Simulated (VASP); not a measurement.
The system is KBr.

```
K Br
1.0
     4.55930    0.00000    0.00000
    -2.27965    3.94847    0.00000
     0.00000    0.00000    8.02006
K Br
2 2
Direct
  0.00000 0.00000 0.00000
  0.00000 0.00000 0.50000
  0.33333 0.66667 0.25000
  0.66667 0.33333 0.75000
```

Base run:

| Item | Value |
| --- | --- |
| Program | VASP 6.6.1 |
| Functional | r2SCAN |
| Potentials or basis | VASP PAW PBE potentials, release 64 (K_sv, Br) |
| Cutoff | 520 eV |
| k mesh | 6 × 6 × 4 |
| Occupations | gaussian, width 0.01 eV |
| Spin | no spin polarisation |

Its results: band gap on the k mesh 5.00 eV, direct; pressure 0.0 GPa.

Problem. The run is repeated on the same cell with these changes: functional from r2SCAN to PBE. What comes out?

Solution. Band gap on the k mesh 4.35 eV, direct; pressure 0.7 GPa.

r2SCAN gives the wider gap, since meta-GGAs in the generalised Kohn-Sham scheme recover part of the derivative discontinuity.

Caveats: the PAW data sets were made with another functional, which shifts forces and pressure a little (some runs).

A k mesh can miss the band edges.
